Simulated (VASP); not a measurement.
ZnO (krp), 4 atoms in the cell. Symmetry: P6_3mc, No. 186, hexagonal system. The conventional cell has a = 3.249 Å, b = 3.249 Å, c = 5.204 Å, α = 90.00°, β = 90.00°, γ = 120.00°. Zn (site symmetry 3m) has 4 O at 1.97 to 1.99 Å within 2.6 Å. O (site symmetry 3m) has 4 Zn at 1.97 to 1.99 Å within 2.6 Å. 

| Quantity | Value |
| --- | --- |
| Program | VASP 6.6.1 |
| Task | relaxation of cell and atoms |
| Functional | RPBE |
| Potentials or basis | VASP PAW PBE potentials, release 64 (Zn, O) |
| Cutoff | 600 eV |
| k mesh | 9 × 9 × 4 |
| Occupations | gaussian, width 0.1 eV |
| Spin | no spin polarisation |
| Dipole correction | no |
| Further INCAR settings | ALGO = Normal; EDIFF = 1e-06; IBRION = 2; EDIFFG = -0.05; NSW = 100; ISIF = 3 |

Potentials or basis: VASP PAW PBE potentials, release 64 (Zn, O).

The run is started by

```bash
$ cat potpaw_PBE.64/Zn/POTCAR potpaw_PBE.64/O/POTCAR > POTCAR
$ mpirun -np 1 vasp_std > vasp.out
```

Hardware: 1 thread of Intel(R) Xeon(R) Platinum 8488C (Sapphire Rapids) (shared host).

**Question.** How long does it take, and how much memory?

**Answer.** Wall time 77 s on 1 thread of Intel(R) Xeon(R) Platinum 8488C (Sapphire Rapids) (shared host), peak memory 0.2 GiB. Counts: scf iterations 34, k points 36, ion steps 3.
